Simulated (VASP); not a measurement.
Write the native input for VASP 6.6.1 that does the following.

```
Task                   : relaxation of cell and atoms
Functional             : PBE
Potentials or basis    : VASP PAW PBE potentials, release 64 (Li_sv, Ru_pv)
Cutoff                 : 600 eV
k mesh                 : 14 × 14 × 14
Occupations            : gaussian, width 0.1 eV
Spin                   : no spin polarisation
Dipole correction      : no
Further INCAR settings : ALGO = Fast; EDIFF = 1e-06; IBRION = 2; EDIFFG = -0.01; NSW = 100; ISIF = 3
```

The structure of LiRu lies in POSCAR:

```
LiRu
1.0
    0.0000000000      2.9425249869      2.9425249869
    2.9425249869      0.0000000000      2.9425249869
    2.9425249869      2.9425249869      0.0000000000
Li Ru
2 2
Direct
    0.7500000000      0.7500000000      0.7500000000
    0.5000000000      0.5000000000      0.5000000000
    0.2500000000      0.2500000000      0.2500000000
    0.0000000000      0.0000000000      0.0000000000
```

The cell was built from a structure type or drawn by symmetry, and may not be a known phase.

One way to write it, as run:

INCAR

```
PREC = Accurate
ENCUT = 600
EDIFF = 1E-6
ISMEAR = 0
SIGMA = 0.1
LREAL = F
LASPH = T
NELM = 100
ALGO = Fast
ISIF = 3
LWAVE = F
LCHARG = F
GGA = PE
IBRION = 2
NSW = 100
EDIFFG = -0.01
```

KPOINTS

```
regular mesh
0
Gamma
  14 14 14
```

Potentials or basis: VASP PAW PBE potentials, release 64 (Li_sv, Ru_pv).

Run with:

```console
$ cat potpaw_PBE.64/Li_sv/POTCAR potpaw_PBE.64/Ru_pv/POTCAR > POTCAR
$ mpirun -np 1 vasp_std > vasp.out
```

It gave:

* Relaxed volume: 12.72 Å³/atom
* Relaxed cell: a = 4.159 Å, b = 4.159 Å, c = 4.159 Å, α = 60.00°, β = 60.00°, γ = 60.00°
* Space group after relaxing (to 0.1 Å): Fd-3m (No. 227)
* Energy gained by relaxing: 0.0 meV/atom
* Ionic steps: 2
* Pressure after relaxing: 0.0 GPa
* Band gap on the k mesh: zero (bands 17 and 18 overlap by 1.26 eV)

Caveat: the cutoff is under 1.25 times the usual one of these potentials, so pressure, stress and relaxed cells hold a basis-set (Pulay) error.

Run time: 2.8 min on 1 thread of Intel(R) Xeon(R) Platinum 8488C (Sapphire Rapids), with other jobs on the host, peak memory 0.29 GiB.
